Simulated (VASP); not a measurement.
# Al4Cu (Immm) in VASP: a series of runs

Al4Cu is run at these levels: PBE; tasks: single point.

Program: VASP 6.6.1. These are calculated values, not measurements. Logs are shortened: lines on timing, memory, paths and dates and some standing lists are left out, and cuts for length are marked.

## (1) The cell of the first run

Symmetry: Immm, No. 71, orthorhombic system. The conventional cell has a = 3.446 Å, b = 5.723 Å, c = 6.603 Å, α = 90.00°, β = 90.00°, γ = 90.00°. Within 2.8 Å of Al (site symmetry m) lie 4 Al at 2.08 to 2.24 Å and 3 Cu at 2.52 to 2.66 Å. Cu (site symmetry mmm) has 12 Al at 2.52 to 2.66 Å within 3.3 Å.

The cell was built from a structure type or drawn by symmetry, and may not be a known phase.

## (2) Single point, PBE

File INCAR:

```
SYSTEM = Al4Cu
PREC = Accurate
ENCUT = 520
EDIFF = 1E-6
ISMEAR = 0
SIGMA = 0.1
LREAL = .FALSE.
LASPH = .TRUE.
NELM = 60
ALGO = Normal
ISIF = 2
LWAVE = .FALSE.
LCHARG = .FALSE.
GGA = PE
NBANDS = 20
```

File KPOINTS:

```
regular mesh
0
G
  6 6 6
  0 0 0
```

File POSCAR:

```
Al4Cu
1.0
   -1.7231857400      2.8617086800      3.3014983200
    1.7231857400     -2.8617086800      3.3014983200
    1.7231857400      2.8617086800     -3.3014983200
Al Cu
4 1
Direct
    0.5380028500      0.3421335800      0.1958692700
    0.1462643100      0.3421335800      0.8041307300
    0.8537356900      0.6578664200      0.1958692700
    0.4619971500      0.6578664200      0.8041307300
    0.0000000000      0.0000000000      0.0000000000
```

Potentials or basis: VASP PAW PBE potentials, release 64 (Al, Cu).

The run is started by

```bash
$ cat potpaw_PBE.64/Al/POTCAR potpaw_PBE.64/Cu/POTCAR > POTCAR
$ mpirun -np 1 vasp_std > vasp.out
```

OUTCAR:

```text
SYSTEM = Al4Cu
   PREC = Accurate
   ENCUT = 520
   EDIFF = 1E-6
   ISMEAR = 0
   LREAL = .FALSE.
   LASPH = .TRUE.
   NELM = 60
   ISIF = 2
   GGA = PE

 ion  position               nearest neighbor table
   1  0.538  0.342  0.196-   3 2.08   4 2.20   4 2.20   2 2.24   5 2.52   5 2.66   5 2.66   4 3.06

   2  0.146  0.342  0.804-   4 2.08   3 2.20   3 2.20   1 2.24   5 2.52   5 2.66   5 2.66   3 3.06

   3  0.854  0.658  0.196-   1 2.08   2 2.20   2 2.20   4 2.24   5 2.52   5 2.66   5 2.66   2 3.06

   4  0.462  0.658  0.804-   2 2.08   1 2.20   1 2.20   3 2.24   5 2.52   5 2.66   5 2.66   1 3.06

   5  0.000  0.000  0.000-   1 2.52   4 2.52   3 2.52   2 2.52   3 2.66   2 2.66   2 2.66   3 2.66
                             1 2.66   4 2.66   1 2.66   4 2.66

  LATTYP: Found a body centered orthorhombic cell.
 ALAT       =     3.4463714800
 B/A-ratio  =     1.6607081950
 C/A-ratio  =     1.9159271362

  Lattice vectors:

 A1 = (  -1.7231857400,   2.8617086800,   3.3014983200)
 A2 = (   1.7231857400,  -2.8617086800,   3.3014983200)
 A3 = (   1.7231857400,   2.8617086800,  -3.3014983200)

Analysis of symmetry for initial positions (statically):
=====================================================================
 Subroutine PRICEL returns:
 Original cell was already a primitive cell.

 Routine SETGRP: Setting up the symmetry group for a
 body centered orthorhombic supercell.

 Subroutine GETGRP returns: Found  8 space group operations
 (whereof  8 operations were pure point group operations)
 out of a pool of  8 trial point group operations.

The static configuration has the point symmetry D_2h.

Analysis of symmetry for dynamics (positions and initial velocities):
=====================================================================
 Subroutine PRICEL returns:
 Original cell was already a primitive cell.

 Routine SETGRP: Setting up the symmetry group for a
 body centered orthorhombic supercell.

 Subroutine GETGRP returns: Found  8 space group operations
 (whereof  8 operations were pure point group operations)
 out of a pool of  8 trial point group operations.

The dynamic configuration has the point symmetry D_2h.

 Subroutine INISYM returns: Found  8 space group operations
 (whereof  8 operations are pure point group operations),
 and found     1 'primitive' translations

----------------------------------------------------------------------------------------

                                     Primitive cell

  volume of cell :      65.1221

  direct lattice vectors                    reciprocal lattice vectors
    -1.723185740  2.861708680  3.301498320     0.000000000  0.174720790  0.151446389
     1.723185740 -2.861708680  3.301498320     0.290160247  0.000000000  0.151446389
     1.723185740  2.861708680 -3.301498320     0.290160247  0.174720790  0.000000000

  length of vectors
     4.696662306  4.696662306  4.696662306     0.231221459  0.327305634  0.338703887

  position of ions in fractional coordinates (direct lattice)
     0.538002850  0.342133580  0.195869270
     0.146264310  0.342133580  0.804130730
     0.853735690  0.657866420  0.195869270
     0.461997150  0.657866420  0.804130730
     0.000000000  0.000000000  0.000000000

  ion indices of the primitive-cell ions
   primitive index   ion index
                 1           1
                 2           2
                 3           3
                 4           4
                 5           5

----------------------------------------------------------------------------------------

 KPOINTS: regular mesh

Automatic generation of k-mesh.
 Grid dimensions read from file:
 generate k-points for:    6    6    6

 Generating k-lattice:

  Cartesian coordinates                     Fractional coordinates (reciprocal lattice)
     0.000000000  0.029120132  0.025241065     0.166666667 -0.000000000  0.000000000
     0.048360041  0.000000000  0.025241065     0.000000000  0.166666667 -0.000000000
     0.048360041  0.029120132  0.000000000     0.000000000 -0.000000000  0.166666667

  Length of vectors
     0.038536910  0.054550939  0.056450648

  Shift w.r.t. Gamma in fractional coordinates (k-lattice)
     0.000000000  0.000000000  0.000000000

 Subroutine IBZKPT returns following result:
 ===========================================

 Found     46 irreducible k-points:

 Following reciprocal coordinates:
            Coordinates               Weight
  0.000000  0.000000  0.000000      1.000000
  0.166667  0.000000  0.000000      4.000000
  0.333333 -0.000000  0.000000      4.000000
  0.500000  0.000000 -0.000000      2.000000
  0.000000  0.166667 -0.000000      4.000000
  0.166667  0.166667  0.000000      8.000000
[... 16 lines left out ...]
 -0.166667  0.166667  0.166667      2.000000
  0.166667  0.333333  0.166667      4.000000
 [... further k-points ...]
   k-points           NKPTS =     46   k-points in BZ     NKDIM =     46   number of bands    NBANDS=     20
   number of dos      NEDOS =    301   number of ions     NIONS =      5
   total plane-waves  NPLWV =  46656
   dimension x,y,z NGX =    36 NGY =   36 NGZ =   36
   dimension x,y,z NGXF=    72 NGYF=   72 NGZF=   72
   ions per type =               4   1
   NGX,Y,Z   is equivalent  to a cutoff of  12.74, 12.74, 12.74 a.u.
   NGXF,Y,Z  is equivalent  to a cutoff of  25.49, 25.49, 25.49 a.u.
 SYSTEM =  Al4Cu
   PREC   = accura    normal or accurate (medium, high low for compatibility)
   ISTART =      0    job   : 0-new  1-cont  2-samecut
   ICHARG =      2    charge: 1-file 2-atom 10-const
   ISPIN  =      1    spin polarized calculation?
   LNONCOLLINEAR =      F non collinear calculations
   LSORBIT =      F    spin-orbit coupling
   LASPH  =      T    aspherical Exc in radial PAW
   ENCUT  =  520.0 eV  38.22 Ry    6.18 a.u.   8.73  8.73  8.73*2*pi/ulx,y,z
   NELM   =     60;   NELMIN=  2; NELMDL= -5     # of ELM steps
   EDIFF  = 0.1E-05   stopping-criterion for ELM
   LREAL  =      F    real-space projection
   EDIFFG = 0.1E-04   stopping-criterion for IOM
   NSW    =      0    number of steps for IOM
   IBRION =     -1    ionic relax: 0-MD 1-quasi-New 2-CG
   NFREE  =      0    steps in history (QN), initial steepest desc. (CG)
   ISIF   =      2    stress and relaxation
   ISYM   =      2    0-nonsym 1-usesym 2-fastsym
   POTIM  = 0.5000    time-step for ionic-motion
   TEBEG  =    0.0;   TEEND  =   0.0 temperature during run
   PSTRESS=    0.0 pullay stress
   NELECT =      23.0000    total number of electrons
   NUPDOWN=      -1.0000    fix difference up-down
   EMIN   =  10.00;   EMAX   =-10.00  energy-range for DOS
   EFERMI =   0.00;   METHOD = LEGACY
   ISMEAR =     0;   SIGMA  =   0.10  broadening in eV -4-tet -1-fermi 0-gaus
   EFERMI_NEDOS =   21; number of points for ismear=-14 and -15
   IALGO  =     38    algorithm
   IMIX   =      4    mixing-type and parameters
     AMIX     =   0.40;   BMIX     =  1.00
     AMIX_MAG =   1.60;   BMIX_MAG =  1.00
  volume/ion in A,a.u.               =      13.02        87.89
  Fermi-wavevector in a.u.,A,eV,Ry     =   1.157199  2.186788 18.219680  1.339109
  Thomas-Fermi vector in A             =   2.293812
   LORBIT       =      0    0 simple, 1 ext, 2 COOP (PROOUT), +10 PAW based schemes
   GGA     = PE    functional components
   LHFCALC =     F    Hartree Fock is set to
   AEXX    =    0.0000 exact exchange contribution
   IVDW    =     0    specifies the selected vdW correction
   LEPSILON=     F    determine dielectric tensor
   LRPA    =     F    only Hartree local field effects (RPA)
 non-spin polarized calculation
 Gauss-broadening in eV      SIGMA  =   0.10
  energy-cutoff  :      520.00
  volume of cell :       65.12
 maximum number of plane-waves:      1781
   NGX = 17   NGY = 17   NGZ = 17

 number of electron      22.9999989 magnetization

 Free energy of the ion-electron system (eV)
  ---------------------------------------------------
  ext. energy  EPLUGINS =         0.00000000
  ---------------------------------------------------
  free energy    TOTEN  =       -10.76402913 eV

  energy without entropy =      -10.75678786  energy(sigma->0) =      -10.76040849

 E-fermi :   9.7684     XC(G=0): -11.1792

 val. band max:        9.7275942730   @ k =   0.1667   0.5000   0.0000
 cond. band min:       9.7920934086   @ k =  -0.3333   0.3333   0.1667
 fundamental gap:      0.0644991356
 Fermi energy:         9.7683762395

 k-point     1 :       0.0000    0.0000    0.0000
  band No.  band energies     occupation
      1      -2.4320      2.00000
      2       3.4230      2.00000
      3       5.0068      2.00000
      4       5.0164      2.00000
      5       5.1518      2.00000
      6       5.3001      2.00000
[... 12 lines left out ...]
     19      14.4506      0.00000
     20      14.6483      0.00000

 k-point     2 :       0.1667    0.0000    0.0000
  band No.  band energies     occupation
      1      -2.2137      2.00000
      2       2.5697      2.00000
      3       4.3842      2.00000
      4       4.8899      2.00000
      5       5.3651      2.00000
      6       5.5588      2.00000
[... 12 lines left out ...]
     19      14.8811      0.00000
     20      16.2145      0.00000

 k-point     3 :       0.3333   -0.0000    0.0000
  band No.  band energies     occupation
      1      -1.5647      2.00000
      2       0.9362      2.00000
      3       4.4294      2.00000
      4       4.9111      2.00000
      5       5.4833      2.00000
      6       5.5413      2.00000
[... 12 lines left out ...]
     19      16.6712      0.00000
     20      17.3426      0.00000

 k-point     4 :       0.5000    0.0000   -0.0000
  band No.  band energies     occupation
      1      -0.5807      2.00000
      2      -0.4164      2.00000
      3       4.4792      2.00000
      4       5.1222      2.00000
      5       5.5120      2.00000
      6       5.5317      2.00000
[... 12 lines left out ...]
     19      16.5568      0.00000
     20      17.4369      0.00000

 k-point     5 :       0.0000    0.1667   -0.0000
  band No.  band energies     occupation
      1      -2.0042      2.00000
      2       3.4121      2.00000
      3       4.6037      2.00000
      4       4.9279      2.00000
      5       5.0718      2.00000
      6       5.4019      2.00000
[... 12 lines left out ...]
     19      16.5092      0.00000
     20      16.9378      0.00000

 k-point     6 :       0.1667    0.1667    0.0000
  band No.  band energies     occupation
      1      -1.6018      2.00000
      2       2.1938      2.00000
      3       4.4692      2.00000
      4       4.8551      2.00000
      5       5.1200      2.00000
      6       5.5078      2.00000
[... 12 lines left out ...]
     19      16.5507      0.00000
     20      17.0457      0.00000

 k-point     7 :       0.3333    0.1667    0.0000
  band No.  band energies     occupation
      1      -0.7827      2.00000
      2       0.6395      2.00000
      3       4.4852      2.00000
      4       4.9883      2.00000
      5       5.1297      2.00000
      6       5.4802      2.00000
[... 12 lines left out ...]
     19      16.2660      0.00000
     20      16.7151      0.00000
[... 277 lines left out ...]
 k-point    20 :       0.5000    0.5000    0.0000
  band No.  band energies     occupation
      1       0.8936      2.00000
      2       2.2701      2.00000
      3       3.8820      2.00000
      4       4.1226      2.00000
      5       4.3705      2.00000
      6       5.2806      2.00000
[... 12 lines left out ...]
     19      14.9470      0.00000
     20      15.2497      0.00000

 k-point    21 :       0.1667    0.1667    0.1667
  band No.  band energies     occupation
      1      -0.2915      2.00000
      2       2.0764      2.00000
      3       4.1867      2.00000
      4       4.3954      2.00000
      5       5.1719      2.00000
      6       5.3715      2.00000
[... 12 lines left out ...]
     19      17.3189      0.00000
     20      19.0774      0.00000

 k-point    22 :       0.3333    0.1667    0.1667
  band No.  band energies     occupation
      1       0.5523      2.00000
      2       0.9116      2.00000
      3       4.1597      2.00000
      4       4.2682      2.00000
      5       5.1227      2.00000
      6       5.4763      2.00000
[... 12 lines left out ...]
     19      16.7010      0.00000
     20      18.6835      0.00000

 k-point    23 :      -0.1667    0.1667    0.1667
  band No.  band energies     occupation
      1      -1.1166      2.00000
      2       4.2329      2.00000
      3       4.4286      2.00000
      4       4.7029      2.00000
      5       5.1948      2.00000
      6       5.4159      2.00000
[... 12 lines left out ...]
     19      17.8256      0.00000
     20      19.7250      0.00000

 k-point    24 :       0.1667    0.3333    0.1667
  band No.  band energies     occupation
      1       1.2043      2.00000
      2       2.0568      2.00000
      3       2.9451      2.00000
      4       3.6154      2.00000
      5       5.2771      2.00000
      6       5.3674      2.00000
[... 12 lines left out ...]
     19      17.4255      0.00000
     20      18.8350      0.00000

 [... further k-points ...]

------------------------ aborting loop because EDIFF is reached ----------------------------------------

  FORCE on cell =-STRESS in cart. coord.  units (eV):
  Direction    XX          YY          ZZ          XY          YZ          ZX
  --------------------------------------------------------------------------------------
  -------------------------------------------------------------------------------------
  Total       23.5153753     17.3146138     37.6672912      0.0000000      0.0000000      0.0000000
  in kB      578.5406930    425.9854905    926.7154151      0.0000000      0.0000000      0.0000000
  external PRESSURE =     643.7471995 kB  Pullay stress =       0.0000000 kB

 VOLUME and BASIS-vectors are now :
 -----------------------------------------------------------------------------
  energy-cutoff  :      520.00
  volume of cell :       65.12
      direct lattice vectors                 reciprocal lattice vectors
    -1.723185740  2.861708680  3.301498320     0.000000000  0.174720790  0.151446389
     1.723185740 -2.861708680  3.301498320     0.290160247  0.000000000  0.151446389
     1.723185740  2.861708680 -3.301498320     0.290160247  0.174720790  0.000000000

 POSITION                                       TOTAL-FORCE (eV/Angst)
 -----------------------------------------------------------------------------------
      0.00000      1.12104      2.25911        -0.000000      1.310351     -1.265556
      1.72319      1.74067     -1.04239         0.000000     -1.310351     -1.265556
     -0.00000      1.12104      4.34389        -0.000000      1.310351      1.265556
      1.72319      1.74067      1.04239         0.000000     -1.310351      1.265556
      0.00000      0.00000      0.00000         0.000000      0.000000     -0.000000
 -----------------------------------------------------------------------------------
    total drift:                                0.000000      0.000000      0.000000

  FREE ENERGIE OF THE ION-ELECTRON SYSTEM (eV)
  ---------------------------------------------------
  free  energy   TOTEN  =       -10.7640291310 eV

  energy  without entropy=      -10.7567878575  energy(sigma->0) =      -10.76040849
```

It took 1.9 min on 1 thread of AMD EPYC 7R43 (Zen 3), shared host; peak memory 0.19 GiB.

What came out:

* Free energy: -10.7640 eV
* Pressure: 64.4 GPa
* Largest force: 1.822 eV/Å
* Band gap on the k mesh: zero (an odd number of electrons rules out a gap without spin polarisation)

Forces on the atoms (eV/Å):
```
Al   0.000  1.310 -1.266
Al   0.000 -1.310 -1.266
Al   0.000  1.310  1.266
Al   0.000 -1.310  1.266
Cu   0.000  0.000  0.000
```

Stress tensor (GPa, compression positive):
```
57.85  0.00  0.00
 0.00 42.60  0.00
 0.00  0.00 92.67
```

Levels at points of the mesh, in eV from the Fermi level:
| k point | band 7 | band 8 | band 9 | band 10 | band 11 | band 12 | band 13 | band 14 | band 15 | band 16 |
| --- | --- | --- | --- | --- | --- | --- | --- | --- | --- | --- |
| (0.00, 0.00, 0.00) | -4.21 | -4.18 | -3.51 | -2.42 | 0.64 | 1.27 | 1.77 | 2.61 | 2.66 | 4.05 |
| (0.50, 0.00, 0.00) | -4.21 | -4.04 | -2.42 | -1.97 | -0.05 | 0.52 | 1.14 | 2.96 | 3.74 | 4.16 |
| (0.00, 0.50, 0.00) | -4.28 | -4.09 | -3.51 | -2.93 | -2.10 | -1.66 | 0.28 | 1.21 | 2.60 | 3.33 |
| (0.50, 0.50, 0.00) | -4.36 | -3.85 | -3.84 | -3.40 | -2.35 | 0.76 | 1.32 | 1.88 | 3.86 | 4.50 |
| (0.50, 0.50, 0.50) | -4.10 | -4.01 | -3.73 | -1.15 | 1.84 | 2.03 | 3.77 | 4.04 | 5.40 | 5.74 |

Caveat: the cell stands under pressure; forces of over 1 eV/Å act on the atoms, so gaps and moduli don't describe the material at rest.

## (3) Single point, PBE

This run uses another cell than the first one, of 17.11 Å³/atom.

File INCAR:

```
ALGO = Normal
EDIFF = 1E-6
ENCUT = 520
GGA = PE
ISIF = 2
ISMEAR = 0
LASPH = T
LCHARG = T
LELF = T
LREAL = F
LVHAR = T
LWAVE = F
NBANDS = 20
NELM = 80
PREC = Accurate
SIGMA = 0.1
```

File KPOINTS:

```
k-points
0
Gamma
  6 6 6
```

File POSCAR:

```
Al4Cu
1.0
   -1.3678040281      2.9989333014      5.2147304754
    1.3678040281     -2.9989333014      5.2147304754
    1.3678040281      2.9989333014     -5.2147304754
Al Cu
4 1
Direct
    0.5866609321      0.3644681036      0.2221928284
    0.1422752752      0.3644681036      0.7778071716
    0.8577247248      0.6355318964      0.2221928284
    0.4133390679      0.6355318964      0.7778071716
    0.0000000000      0.0000000000      0.0000000000
```

Potentials or basis: VASP PAW PBE potentials, release 64 (Al, Cu).

The run is started by

```bash
$ cat potpaw_PBE.64/Al/POTCAR potpaw_PBE.64/Cu/POTCAR > POTCAR
$ mpirun -np 1 vasp_std > vasp.out
```

It took 3.9 min on 1 thread of AMD EPYC 7R43 (Zen 3), shared host; peak memory 0.31 GiB.

The run converged. Its results:

```yaml
Free_energy: -18.5551 eV
Pressure: 0.2 GPa
Largest_force: 0.010 eV/Å
Band_gap_on_the_k_mesh: zero (an odd number of electrons rules out a gap without spin polarisation)
```

Forces on the atoms (eV/Å):
```
Al   0.000 -0.010  0.004
Al   0.000  0.010  0.004
Al   0.000 -0.010 -0.004
Al   0.000  0.010 -0.004
Cu   0.000  0.000  0.000
```

Stress tensor (GPa, compression positive):
```
0.39 0.00 0.00
0.00 0.09 0.00
0.00 0.00 0.10
```

Levels at points of the mesh, in eV from the Fermi level:
```csv
k point,band 10,band 11,band 12,band 13,band 14,band 15
"(0.00, 0.00, 0.00)",-3.52,-3.51,-2.74,4.90,4.95,5.31
"(0.50, 0.00, 0.00)",-1.40,-0.91,-0.91,0.77,2.40,2.48
"(0.00, 0.50, 0.00)",-1.28,-0.95,-0.80,0.69,1.31,1.64
"(0.50, 0.50, 0.00)",-2.28,-1.88,0.45,1.17,1.33,1.88
"(0.50, 0.50, 0.50)",-1.99,-0.94,-0.09,1.19,1.35,2.75
```

Caveat: the k points lie up to 0.40 Å⁻¹ apart, too coarse for converged energies and pressures of a metal.
